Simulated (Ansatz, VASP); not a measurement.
Be: VASP beside Ansatz

```
Be
1.0
     0.00000    1.60991    1.60991
     1.60991    0.00000    1.60991
     1.60991    1.60991    0.00000
Be
1
Direct
  0.00000 0.00000 0.00000
```

Alike in both runs: task single point; functional r2SCAN; k mesh 10 × 10 × 10; occupations gaussian, width 0.1 eV; no spin polarisation.

|  | VASP | Ansatz |
| --- | --- | --- |
| version | VASP 6.6.1 | Ansatz 0.2.0 |
| potentials or method | VASP PAW PBE potentials, release 64 (Be), cutoff 520 eV | scalar-relativistic, plane waves, PAW |
| valence electrons in the cell | 2 | 2 |

VASP gave:

* gap on the k mesh at the Fermi level (eV): none
* pressure (GPa): -6.4

**Question.** Estimate Ansatz's values.

**Answer.** gap on the k mesh at the Fermi level (eV): none; pressure (GPa): -6.5.

VASP's potentials were made for PBE, not for r2SCAN. A gap of «none» marks a metal or a gap that the smearing closes. The functional is the same, so the differences come from potentials, cutoffs and numerics.
